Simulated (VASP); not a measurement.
# Br (Cmce) in VASP: single point with PBE

Aim: the single point of Br with PBE.

Program: VASP 6.6.1. These are calculated values, not measurements. Logs are shortened: lines on timing, memory, paths and dates and some standing lists are left out, and cuts for length are marked.

### 1 The cell of the first run

The structure is orthorhombic, space group Cmce (No. 64). The conventional cell has a = 6.670 Å, b = 4.480 Å, c = 8.720 Å, α = 90.00°, β = 90.00°, γ = 90.00°. Br (site symmetry m) has 1 Br at 2.27 Å within 3.0 Å.

### 2 Single point, PBE

INCAR reads:

```
ALGO     = Normal         # electronic algorithm
EDIFF    = 1E-6           # SCF threshold, eV
ENCUT    = 520            # plane-wave cutoff, eV
GGA      = PE             # functional
ISIF     = 2              # what is computed and relaxed
ISMEAR   = -1             # smearing method
LASPH    = True           # aspherical terms in the spheres
LCHARG   = False          # write CHGCAR
LREAL    = False          # projectors in reciprocal space
LWAVE    = False          # write WAVECAR
NBANDS   = 22             # bands
NELM     = 100            # most SCF steps
PREC     = Accurate       # precision mode
SIGMA    = 0.01           # smearing width, eV
```

KPOINTS reads:

```
k-points
0
Gamma
  7 7 3
```

POSCAR reads:

```
Br
1.0
    3.3350000000     -2.2400000000      0.0000000000
    3.3350000000      2.2400000000      0.0000000000
    0.0000000000      0.0000000000      8.7200000000
Br
4
Direct
    0.1350000000      0.8650000000      0.1100000000
    0.6350000000      0.3650000000      0.3900000000
    0.8650000000      0.1350000000      0.8900000000
    0.3650000000      0.6350000000      0.6100000000
```

Potentials or basis: VASP PAW PBE potentials, release 64 (Br).

The run is started by

```bash
$ cat potpaw_PBE.64/Br/POTCAR > POTCAR
$ mpirun -np 1 vasp_std > vasp.out
```

OUTCAR:

```text
EDIFF = 1E-6
   ENCUT = 520
   GGA = PE
   ISIF = 2
   ISMEAR = -1
   LASPH = True
   LREAL = False
   NELM = 100
   PREC = Accurate

 ion  position               nearest neighbor table
   1  0.135  0.865  0.110-   3 2.27
   2  0.635  0.365  0.390-   4 2.27
   3  0.865  0.135  0.890-   1 2.27
   4  0.365  0.635  0.610-   2 2.27

  LATTYP: Found a base centered orthorhombic cell.
 ALAT       =     4.4800000000
 B/A-ratio  =     1.4888392857
 C/A-ratio  =     1.9464285714

  Lattice vectors:

 A1 = (  -3.3350000000,  -2.2400000000,   0.0000000000)
 A2 = (   3.3350000000,  -2.2400000000,   0.0000000000)
 A3 = (   0.0000000000,   0.0000000000,   8.7200000000)

Analysis of symmetry for initial positions (statically):
=====================================================================
 Subroutine PRICEL returns:
 Original cell was already a primitive cell.

 Routine SETGRP: Setting up the symmetry group for a
 base centered orthorhombic supercell.

 Subroutine GETGRP returns: Found  8 space group operations
 (whereof  4 operations were pure point group operations)
 out of a pool of  8 trial point group operations.

The static configuration has the point symmetry C_2h.
 The point group associated with its full space group is D_2h.

Analysis of symmetry for dynamics (positions and initial velocities):
=====================================================================
 Subroutine PRICEL returns:
 Original cell was already a primitive cell.

 Routine SETGRP: Setting up the symmetry group for a
 base centered orthorhombic supercell.

 Subroutine GETGRP returns: Found  8 space group operations
 (whereof  4 operations were pure point group operations)
 out of a pool of  8 trial point group operations.

The dynamic configuration has the point symmetry C_2h.
 The point group associated with its full space group is D_2h.

 Subroutine INISYM returns: Found  8 space group operations
 (whereof  4 operations are pure point group operations),
 and found     1 'primitive' translations

----------------------------------------------------------------------------------------

                                     Primitive cell

  volume of cell :     130.2838

  direct lattice vectors                    reciprocal lattice vectors
     3.335000000 -2.240000000  0.000000000     0.149925037 -0.223214286  0.000000000
     3.335000000  2.240000000  0.000000000     0.149925037  0.223214286  0.000000000
     0.000000000  0.000000000  8.720000000     0.000000000  0.000000000  0.114678899

  length of vectors
     4.017440105  4.017440105  8.720000000     0.268890562  0.268890562  0.114678899

  position of ions in fractional coordinates (direct lattice)
     0.135000000  0.865000000  0.110000000
     0.635000000  0.365000000  0.390000000
     0.865000000  0.135000000  0.890000000
     0.365000000  0.635000000  0.610000000

  ion indices of the primitive-cell ions
   primitive index   ion index
                 1           1
                 2           2
                 3           3
                 4           4

----------------------------------------------------------------------------------------

 KPOINTS: k-points

Automatic generation of k-mesh.
 Grid dimensions read from file:
 generate k-points for:    7    7    3

 Generating k-lattice:

  Cartesian coordinates                     Fractional coordinates (reciprocal lattice)
     0.021417862 -0.031887755  0.000000000     0.142857143 -0.000000000  0.000000000
     0.021417862  0.031887755  0.000000000    -0.000000000  0.142857143  0.000000000
     0.000000000  0.000000000  0.038226300     0.000000000  0.000000000  0.333333333

  Length of vectors
     0.038412937  0.038412937  0.038226300

  Shift w.r.t. Gamma in fractional coordinates (k-lattice)
     0.000000000  0.000000000  0.000000000

 Subroutine IBZKPT returns following result:
 ===========================================

 Found     32 irreducible k-points:

 Following reciprocal coordinates:
            Coordinates               Weight
  0.000000  0.000000  0.000000      1.000000
  0.142857 -0.000000  0.000000      4.000000
  0.285714  0.000000  0.000000      4.000000
  0.428571 -0.000000  0.000000      4.000000
  0.142857  0.142857  0.000000      2.000000
  0.285714  0.142857  0.000000      4.000000
[... 16 lines left out ...]
  0.428571  0.142857  0.333333      8.000000
 -0.428571  0.142857  0.333333      8.000000
 [... further k-points ...]
   k-points           NKPTS =     32   k-points in BZ     NKDIM =     32   number of bands    NBANDS=     22
   number of dos      NEDOS =    301   number of ions     NIONS =      4
   total plane-waves  NPLWV =  63000
   dimension x,y,z NGX =    30 NGY =   30 NGZ =   70
   dimension x,y,z NGXF=    60 NGYF=   60 NGZF=  140
   ions per type =               4
   NGX,Y,Z   is equivalent  to a cutoff of  12.41, 12.41, 13.35 a.u.
   NGXF,Y,Z  is equivalent  to a cutoff of  24.83, 24.83, 26.69 a.u.
 SYSTEM =  unknown system
   PREC   = accura    normal or accurate (medium, high low for compatibility)
   ISTART =      0    job   : 0-new  1-cont  2-samecut
   ICHARG =      2    charge: 1-file 2-atom 10-const
   ISPIN  =      1    spin polarized calculation?
   LNONCOLLINEAR =      F non collinear calculations
   LSORBIT =      F    spin-orbit coupling
   LASPH  =      T    aspherical Exc in radial PAW
   ENCUT  =  520.0 eV  38.22 Ry    6.18 a.u.   7.47  7.47 16.21*2*pi/ulx,y,z
   NELM   =    100;   NELMIN=  2; NELMDL= -5     # of ELM steps
   EDIFF  = 0.1E-05   stopping-criterion for ELM
   LREAL  =      F    real-space projection
   EDIFFG = 0.1E-04   stopping-criterion for IOM
   NSW    =      0    number of steps for IOM
   IBRION =     -1    ionic relax: 0-MD 1-quasi-New 2-CG
   NFREE  =      0    steps in history (QN), initial steepest desc. (CG)
   ISIF   =      2    stress and relaxation
   ISYM   =      2    0-nonsym 1-usesym 2-fastsym
   POTIM  = 0.5000    time-step for ionic-motion
   TEBEG  =    0.0;   TEEND  =   0.0 temperature during run
   PSTRESS=    0.0 pullay stress
   NELECT =      28.0000    total number of electrons
   NUPDOWN=      -1.0000    fix difference up-down
   EMIN   =  10.00;   EMAX   =-10.00  energy-range for DOS
   EFERMI =   0.00;   METHOD = LEGACY
   ISMEAR =    -1;   SIGMA  =   0.01  broadening in eV -4-tet -1-fermi 0-gaus
   EFERMI_NEDOS =   21; number of points for ismear=-14 and -15
   IALGO  =     38    algorithm
   IMIX   =      4    mixing-type and parameters
     AMIX     =   0.40;   BMIX     =  1.00
     AMIX_MAG =   1.60;   BMIX_MAG =  1.00
  volume/ion in A,a.u.               =      32.57       219.80
  Fermi-wavevector in a.u.,A,eV,Ry     =   0.980612  1.853089 13.083372  0.961601
  Thomas-Fermi vector in A             =   2.111556
   LORBIT       =      0    0 simple, 1 ext, 2 COOP (PROOUT), +10 PAW based schemes
   GGA     = PE    functional components
   LHFCALC =     F    Hartree Fock is set to
   AEXX    =    0.0000 exact exchange contribution
   IVDW    =     0    specifies the selected vdW correction
   LEPSILON=     F    determine dielectric tensor
   LRPA    =     F    only Hartree local field effects (RPA)
 non-spin polarized calculation
  energy-cutoff  :      520.00
  volume of cell :      130.28
 maximum number of plane-waves:      3529
 NGX is ok and might be reduce to    30
   NGX = 15   NGY = 15   NGZ = 33

 number of electron      27.9999998 magnetization

 Free energy of the ion-electron system (eV)
  ---------------------------------------------------
  ext. energy  EPLUGINS =         0.00000000
  ---------------------------------------------------
  free energy    TOTEN  =        -6.31972020 eV

  energy without entropy =       -6.31972020  energy(sigma->0) =       -6.31972020

 E-fermi :   0.2621     XC(G=0):  -8.0490

 val. band max:       -0.0128437243   @ k =   0.0000   0.0000   0.0000
 cond. band min:       1.8841261114   @ k =   0.0000   0.0000   0.0000
 fundamental gap:      1.8969698357
 Fermi energy:         0.2620583218

 k-point     1 :       0.0000    0.0000    0.0000
  band No.  band energies     occupation
      1     -16.1203      2.00000
      2     -15.7795      2.00000
      3     -13.1978      2.00000
      4     -12.4344      2.00000
      5      -5.1274      2.00000
      6      -3.9400      2.00000
[... 14 lines left out ...]
     21       9.1262      0.00000
     22       9.4271      0.00000

 k-point     2 :       0.1429   -0.0000    0.0000
  band No.  band energies     occupation
      1     -16.0722      2.00000
      2     -15.7614      2.00000
      3     -13.1598      2.00000
      4     -12.4753      2.00000
      5      -5.1230      2.00000
      6      -4.0465      2.00000
[... 14 lines left out ...]
     21       9.0017      0.00000
     22       9.4212      0.00000

 k-point     3 :       0.2857    0.0000    0.0000
  band No.  band energies     occupation
      1     -15.9506      2.00000
      2     -15.7292      2.00000
      3     -13.0567      2.00000
      4     -12.5891      2.00000
      5      -5.1126      2.00000
      6      -4.3708      2.00000
[... 14 lines left out ...]
     21       9.2266      0.00000
     22       9.9023      0.00000

 k-point     4 :       0.4286   -0.0000    0.0000
  band No.  band energies     occupation
      1     -15.8161      2.00000
      2     -15.7351      2.00000
      3     -12.9119      2.00000
      4     -12.7471      2.00000
      5      -5.0349      2.00000
      6      -4.7766      2.00000
[... 14 lines left out ...]
     21       9.6871      0.00000
     22      10.8882      0.00000

 k-point     5 :       0.1429    0.1429    0.0000
  band No.  band energies     occupation
      1     -16.0745      2.00000
      2     -15.7462      2.00000
      3     -13.1594      2.00000
      4     -12.4318      2.00000
      5      -5.0910      2.00000
      6      -3.9868      2.00000
[... 417 lines left out ...]
 k-point    22 :       0.2857    0.1429    0.3333
  band No.  band energies     occupation
      1     -15.9307      2.00000
      2     -15.7887      2.00000
      3     -12.9349      2.00000
      4     -12.6272      2.00000
      5      -4.8700      2.00000
      6      -4.4189      2.00000
[... 14 lines left out ...]
     21       9.1305      0.00000
     22       9.3658      0.00000

 k-point    23 :       0.4286    0.1429    0.3333
  band No.  band energies     occupation
      1     -15.8311      2.00000
      2     -15.7384      2.00000
      3     -12.8900      2.00000
      4     -12.6989      2.00000
      5      -4.8809      2.00000
      6      -4.5673      2.00000
[... 14 lines left out ...]
     21       8.9782      0.00000
     22       9.4948      0.00000

 k-point    24 :      -0.4286    0.1429    0.3333
  band No.  band energies     occupation
      1     -15.7650      2.00000
      2     -15.7442      2.00000
      3     -12.8404      2.00000
      4     -12.8005      2.00000
      5      -4.8027      2.00000
      6      -4.7436      2.00000
[... 14 lines left out ...]
     21       9.7466      0.00000
     22      10.0582      0.00000

 [... further k-points ...]
[... 5 lines left out ...]
  --------------------------------------------------------------------------------------
  -------------------------------------------------------------------------------------
  Total        1.2611746      1.8592495      3.9389054      0.0000000     -0.0000000      0.0000000
  in kB       15.5094163     22.8643011     48.4390700      0.0000000     -0.0000000      0.0000000
  external PRESSURE =      28.9375958 kB  Pullay stress =       0.0000000 kB

 VOLUME and BASIS-vectors are now :
 -----------------------------------------------------------------------------
  energy-cutoff  :      520.00
  volume of cell :      130.28
      direct lattice vectors                 reciprocal lattice vectors
     3.335000000 -2.240000000  0.000000000     0.149925037 -0.223214286  0.000000000
     3.335000000  2.240000000  0.000000000     0.149925037  0.223214286  0.000000000
     0.000000000  0.000000000  8.720000000     0.000000000  0.000000000  0.114678899

 POSITION                                       TOTAL-FORCE (eV/Angst)
 -----------------------------------------------------------------------------------
      3.33500      1.63520      0.95920         0.000000     -0.588779      1.061144
      3.33500     -0.60480      3.40080         0.000000     -0.588779     -1.061144
      3.33500     -1.63520      7.76080         0.000000      0.588779     -1.061144
      3.33500      0.60480      5.31920         0.000000      0.588779      1.061144
 -----------------------------------------------------------------------------------
    total drift:                                0.000000      0.000000      0.000000

  FREE ENERGIE OF THE ION-ELECTRON SYSTEM (eV)
  ---------------------------------------------------
  free  energy   TOTEN  =        -6.3197202042 eV

  energy  without entropy=       -6.3197202042  energy(sigma->0) =       -6.31972020
```

It took 2.5 min on 1 thread of AMD EPYC 7R13, shared host; peak memory 0.22 GiB.

What came out:

| Property | Result |
| --- | --- |
| Free energy | -6.3197 eV |
| Pressure | 2.9 GPa |
| Largest force | 1.214 eV/Å |
| Band gap on the k mesh | 1.90 eV, direct |

Forces in eV/Å, atoms in the order of the input:
```
Br   0.000 -0.589  1.061
Br   0.000 -0.589 -1.061
Br   0.000  0.589 -1.061
Br   0.000  0.589  1.061
```

Levels at points of the mesh, in eV from the valence-band top:
| k point | band 11 | band 12 | band 13 | band 14 | band 15 | band 16 | band 17 | band 18 |
| --- | --- | --- | --- | --- | --- | --- | --- | --- |
| (0.00, 0.00, 0.00) | -0.97 | -0.40 | -0.02 | 0.00 | 1.90 | 2.80 | 6.03 | 6.59 |

Caveat: forces of over 1 eV/Å act on the atoms, so gaps and moduli don't describe the material at rest.
